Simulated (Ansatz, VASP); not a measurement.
# Ti12B24F in VASP and in Ansatz

```
Ti B F
1.0
     6.06350    0.00000    0.00000
    -4.54763    7.87672    0.00000
     0.00000    0.00000    6.44836
Ti B F
12 24 1
Direct
  0.95724 0.97135 0.00015
  0.98064 0.98966 0.50018
  0.99976 0.34976 0.00022
  0.99416 0.33732 0.50011
  0.00364 0.66766 0.00012
  0.00277 0.66852 0.50030
  0.49249 0.99704 0.00018
  0.48743 0.99222 0.50012
  0.53917 0.35430 0.00023
  0.51331 0.34670 0.50016
  0.48921 0.65822 0.00023
  0.49585 0.66571 0.50013
  0.16102 0.21374 0.30948
  0.34100 0.11752 0.27517
  0.16106 0.21378 0.69052
  0.34095 0.11746 0.72489
  0.16453 0.54993 0.25453
  0.33884 0.45194 0.26123
  0.16443 0.54987 0.74572
  0.33880 0.45193 0.73896
  0.16307 0.88445 0.25073
  0.33490 0.78516 0.25092
  0.16306 0.88451 0.74955
  0.33484 0.78515 0.74935
  0.66028 0.21395 0.25732
  0.83181 0.11549 0.26477
  0.66025 0.21397 0.74298
  0.83166 0.11540 0.73543
  0.66432 0.55035 0.25458
  0.83976 0.45181 0.25034
  0.66427 0.55031 0.74574
  0.83965 0.45175 0.74999
  0.65932 0.88179 0.25024
  0.83363 0.78271 0.25306
  0.65932 0.88177 0.75005
  0.83361 0.78267 0.74732
  0.17656 0.20914 0.99962
```

Alike in both runs: task single point; functional PBE; k mesh 2 × 2 × 2; occupations methfessel-paxton of order 1, width 0.1 eV; no spin polarisation.

|  | VASP | Ansatz |
| --- | --- | --- |
| version | VASP 6.6.1 | Ansatz 0.2.0 |
| potentials or method | VASP PAW PBE potentials, release 64 (Ti_sv, B, F), cutoff 520 eV | plane-wave PAW DFT |
| valence electrons in the cell | 223 | 223 |

Ansatz gave:

```
rms of the force components (eV/Å) : 0.710
```

Task: Estimate VASP's values.

Result: rms of the force components (eV/Å): 0.711.

The k mesh is coarse, so the values compare programs but aren't converged.
